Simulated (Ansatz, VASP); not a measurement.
# Two plane-wave programs on GaAs

POSCAR

```
GaAs
1.0
    0.0000000000      2.2966549124      2.2966549124
    2.2966549124      0.0000000000      2.2966549124
    2.2966549124      2.2966549124      0.0000000000
Ga As
1 1
Direct
    0.0000000000      0.0000000000      0.0000000000
    0.5000000000      0.5000000000      0.5000000000
```

Contents of INCAR.step1:

```
SYSTEM = GaAs
PREC = Accurate
ENCUT = 520
ISMEAR = -1
SIGMA = 0.1
LREAL = .False.
LASPH = .True.
NELM = 100
NBANDS = 16
GGA = PE
ALGO = Normal
EDIFF = 1E-4
LWAVE = .True.
LCHARG = .False.
```

Contents of INCAR.step2:

```
SYSTEM = GaAs
PREC = Accurate
ENCUT = 520
EDIFF = 1E-7
ISMEAR = -1
SIGMA = 0.1
LREAL = .False.
LASPH = .True.
NELM = 100
ALGO = Normal
ISIF = 2
LWAVE = .False.
LCHARG = .False.
METAGGA = R2SCAN
LMIXTAU = .True.
NBANDS = 16
ISTART = 1
```

Contents of KPOINTS:

```
regular mesh
0
Gamma
  15 15 15
  0 0 0
```

Input for Ansatz:

```yaml
crystal:
  lattice:
    - [0.0, 2.2966549124, 2.2966549124]
    - [2.2966549124, 0.0, 2.2966549124]
    - [2.2966549124, 2.2966549124, 0.0]
  atoms:
    - { symbol: Ga, position: [0.0, 0.0, 0.0] }
    - { symbol: As, position: [0.5, 0.5, 0.5] }
kpoints:
  mp_grid: { grid: [15, 15, 15] }
scf:
  occupations: { method: fermi_dirac, width: 0.1 }
hamiltonian:
  xc: r2scan
  pseudopotentials: { kind: paw }
output:
  forces: true
  stress: true
  eigenvalues: true
  populations: true
```

Change from the starting cell: volume scaled by 0.64, PAW files.

Alike in both runs: task single point; functional r2SCAN; k mesh 15 × 15 × 15; occupations fermi-dirac, width 0.1 eV; no spin polarisation.

|  | VASP | Ansatz |
| --- | --- | --- |
| version | VASP 6.6.1 | Ansatz 0.2.0 |
| potentials or method | VASP PAW PBE potentials, release 64 (Ga_d, As) | PAW with Ansatz's default frozen-core files, scalar-relativistic |
| plane-wave cutoff (eV) | 520 | 500 |
| valence electrons in the cell | 18 | 28 |

|  | VASP | Ansatz | Ansatz less VASP |
| --- | --- | --- | --- |
| pressure (GPa) | 102.4 | 101.1 | -1.26 |

VASP's potentials were made for PBE, not for r2SCAN. Both programs put the cell under a high pressure, so it lies far from rest at this level. VASP's potentials hold 18 valence electrons a cell and Ansatz's 28, so a difference there can come from the potentials and not from the codes.

Noted on VASP's run: the cell as given lies far from equilibrium.
